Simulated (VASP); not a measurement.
# ZrS (Fm-3m) in VASP: notebook

ZrS is run at these levels: PBEsol; tasks: single point.

Program: VASP 6.6.1. These are calculated values, not measurements. Logs are shortened: lines on timing, memory, paths and dates and some standing lists are left out, and cuts for length are marked.

### 1 The cell of the first run

The structure is cubic, space group Fm-3m (No. 225). Conventional cell: a = 5.031 Å, b = 5.031 Å, c = 5.031 Å, α = 90.00°, β = 90.00°, γ = 90.00°. Zr (site symmetry m-3m) has 6 S at 2.52 Å within 3.3 Å. S (site symmetry m-3m) has 6 Zr at 2.52 Å within 3.3 Å.

### 2 Single point, PBEsol

File INCAR:

```
SYSTEM = ZrS
PREC = Accurate ; ENCUT = 520
EDIFF = 1E-7 ; ISMEAR = 1
SIGMA = 0.02 ; LREAL = .False.
LASPH = .True. ; NELM = 80
ALGO = Normal ; ISIF = 2
LWAVE = .False. ; LCHARG = .False.
GGA = PS ; NBANDS = 16
```

File KPOINTS:

```
Automatic mesh
0
Gamma
  8 8 8
  0 0 0
```

File POSCAR:

```
ZrS
1.0
    0.0000000000      2.5154954250      2.5154954250
    2.5154954250      0.0000000000      2.5154954250
    2.5154954250      2.5154954250      0.0000000000
Zr S
1 1
Direct
    0.0000000000      0.0000000000      0.0000000000
    0.5000000000      0.5000000000      0.5000000000
```

Potentials or basis: VASP PAW PBE potentials, release 64 (Zr_sv, S).

Launch:

```sh
$ cat potpaw_PBE.64/Zr_sv/POTCAR potpaw_PBE.64/S/POTCAR > POTCAR
$ mpirun -np 1 vasp_std > vasp.out
```

OUTCAR:

```text
SYSTEM = ZrS
   PREC = Accurate
   ENCUT = 520
   EDIFF = 1E-7
   ISMEAR = 1
   LREAL = .False.
   LASPH = .True.
   NELM = 80
   ISIF = 2
   GGA = PS

 ion  position               nearest neighbor table
   1  0.000  0.000  0.000-   2 2.52   2 2.52   2 2.52   2 2.52   2 2.52   2 2.52
   2  0.500  0.500  0.500-   1 2.52   1 2.52   1 2.52   1 2.52   1 2.52   1 2.52

  LATTYP: Found a face centered cubic cell.
 ALAT       =     5.0309908500

  Lattice vectors:

 A1 = (   0.0000000000,   2.5154954250,   2.5154954250)
 A2 = (   2.5154954250,   0.0000000000,   2.5154954250)
 A3 = (   2.5154954250,   2.5154954250,   0.0000000000)

Analysis of symmetry for initial positions (statically):
=====================================================================
 Subroutine PRICEL returns:
 Original cell was already a primitive cell.

 Routine SETGRP: Setting up the symmetry group for a
 face centered cubic supercell.

 Subroutine GETGRP returns: Found 48 space group operations
 (whereof 48 operations were pure point group operations)
 out of a pool of 48 trial point group operations.

The static configuration has the point symmetry O_h .

Analysis of symmetry for dynamics (positions and initial velocities):
=====================================================================
 Subroutine PRICEL returns:
 Original cell was already a primitive cell.

 Routine SETGRP: Setting up the symmetry group for a
 face centered cubic supercell.

 Subroutine GETGRP returns: Found 48 space group operations
 (whereof 48 operations were pure point group operations)
 out of a pool of 48 trial point group operations.

The dynamic configuration has the point symmetry O_h .

 Subroutine INISYM returns: Found 48 space group operations
 (whereof 48 operations are pure point group operations),
 and found     1 'primitive' translations

----------------------------------------------------------------------------------------

                                     Primitive cell

  volume of cell :      31.8347

  direct lattice vectors                    reciprocal lattice vectors
     0.000000000  2.515495425  2.515495425    -0.198768002  0.198768002  0.198768002
     2.515495425  0.000000000  2.515495425     0.198768002 -0.198768002  0.198768002
     2.515495425  2.515495425  0.000000000     0.198768002  0.198768002 -0.198768002

  length of vectors
     3.557447746  3.557447746  3.557447746     0.344276279  0.344276279  0.344276279

  position of ions in fractional coordinates (direct lattice)
[... 75 lines left out ...]
   LSORBIT =      F    spin-orbit coupling
   LASPH  =      T    aspherical Exc in radial PAW
   ENCUT  =  520.0 eV  38.22 Ry    6.18 a.u.   6.61  6.61  6.61*2*pi/ulx,y,z
   NELM   =     80;   NELMIN=  2; NELMDL= -5     # of ELM steps
   EDIFF  = 0.1E-06   stopping-criterion for ELM
   LREAL  =      F    real-space projection
   EDIFFG = 0.1E-05   stopping-criterion for IOM
   NSW    =      0    number of steps for IOM
   IBRION =     -1    ionic relax: 0-MD 1-quasi-New 2-CG
   NFREE  =      0    steps in history (QN), initial steepest desc. (CG)
   ISIF   =      2    stress and relaxation
   ISYM   =      2    0-nonsym 1-usesym 2-fastsym
   POTIM  = 0.5000    time-step for ionic-motion
   TEBEG  =    0.0;   TEEND  =   0.0 temperature during run
   PSTRESS=    0.0 pullay stress
   NELECT =      18.0000    total number of electrons
   NUPDOWN=      -1.0000    fix difference up-down
   EMIN   =  10.00;   EMAX   =-10.00  energy-range for DOS
   EFERMI =   0.00;   METHOD = LEGACY
   ISMEAR =     1;   SIGMA  =   0.02  broadening in eV -4-tet -1-fermi 0-gaus
   EFERMI_NEDOS =   21; number of points for ismear=-14 and -15
   IALGO  =     38    algorithm
   IMIX   =      4    mixing-type and parameters
     AMIX     =   0.40;   BMIX     =  1.00
     AMIX_MAG =   1.60;   BMIX_MAG =  1.00
  volume/ion in A,a.u.               =      15.92       107.42
  Fermi-wavevector in a.u.,A,eV,Ry     =   1.353730  2.558179 24.933841  1.832586
  Thomas-Fermi vector in A             =   2.480961
   LORBIT       =      0    0 simple, 1 ext, 2 COOP (PROOUT), +10 PAW based schemes
   GGA     = PS    functional components
   LHFCALC =     F    Hartree Fock is set to
   AEXX    =    0.0000 exact exchange contribution
   IVDW    =     0    specifies the selected vdW correction
   LEPSILON=     F    determine dielectric tensor
   LRPA    =     F    only Hartree local field effects (RPA)
 non-spin polarized calculation
 Methfessel and Paxton  Order N= 1 SIGMA  =   0.02
  energy-cutoff  :      520.00
  volume of cell :       31.83
 maximum number of plane-waves:       877
 NGX is ok and might be reduce to    28
   NGX = 13   NGY = 13   NGZ = 13

 number of electron      18.0000001 magnetization

 Free energy of the ion-electron system (eV)
  ---------------------------------------------------
  ext. energy  EPLUGINS =         0.00000000
  ---------------------------------------------------
  free energy    TOTEN  =       -16.39786999 eV

  energy without entropy =      -16.39774575  energy(sigma->0) =      -16.39782858

 E-fermi :  12.3320     XC(G=0): -12.0822

 val. band max:       12.3085227888   @ k =  -0.2500   0.5000   0.2500
 cond. band min:      12.3387306170   @ k =  -0.3750   0.2500   0.0000
 fundamental gap:      0.0302078281
 Fermi energy:        12.3320053689

 k-point     1 :       0.0000    0.0000    0.0000
  band No.  band energies     occupation
      1     -37.3083      2.00000
      2     -15.3131      2.00000
      3     -15.3131      2.00000
      4     -15.3131      2.00000
      5      -4.1532      2.00000
      6       8.7352      2.00000
[... 433 lines left out ...]
      3     -15.4990      2.00000
      4     -15.4103      2.00000
      5      -2.4217      2.00000
      6       4.4159      2.00000
[... 8 lines left out ...]
     15      20.7013      0.00000
     16      20.7987      0.00000

 [... further k-points ...]
[... 5 lines left out ...]
  --------------------------------------------------------------------------------------
  -------------------------------------------------------------------------------------
  Total        2.8085652      2.8085652      2.8085652      0.0000000      0.0000000      0.0000000
  in kB      141.3495729    141.3495729    141.3495729      0.0000000      0.0000000      0.0000000
  external PRESSURE =     141.3495729 kB  Pullay stress =       0.0000000 kB

 VOLUME and BASIS-vectors are now :
 -----------------------------------------------------------------------------
  energy-cutoff  :      520.00
  volume of cell :       31.83
      direct lattice vectors                 reciprocal lattice vectors
     0.000000000  2.515495425  2.515495425    -0.198768002  0.198768002  0.198768002
     2.515495425  0.000000000  2.515495425     0.198768002 -0.198768002  0.198768002
     2.515495425  2.515495425  0.000000000     0.198768002  0.198768002 -0.198768002

 POSITION                                       TOTAL-FORCE (eV/Angst)
 -----------------------------------------------------------------------------------
      0.00000      0.00000      0.00000        -0.000000      0.000000     -0.000000
      2.51550      2.51550      2.51550         0.000000     -0.000000      0.000000
 -----------------------------------------------------------------------------------
    total drift:                                0.000000      0.000000      0.000000

  FREE ENERGIE OF THE ION-ELECTRON SYSTEM (eV)
  ---------------------------------------------------
  free  energy   TOTEN  =       -16.3978699912 eV

  energy  without entropy=      -16.3977457531  energy(sigma->0) =      -16.39782858
```

Wall time 10 s (1 thread of Intel Xeon Platinum 8488C (Sapphire Rapids), shared host); peak memory 0.16 GiB.

Results:

* Free energy: -16.3979 eV
* Pressure: 14.1 GPa
* Band gap on the k mesh: zero (band 9 reaches 14.06 eV, above the bottom of band 10 at 10.60 eV)

Caveat: the PAW data sets were made with another functional, which shifts forces and pressure a little.

[end of part 1 of 2]
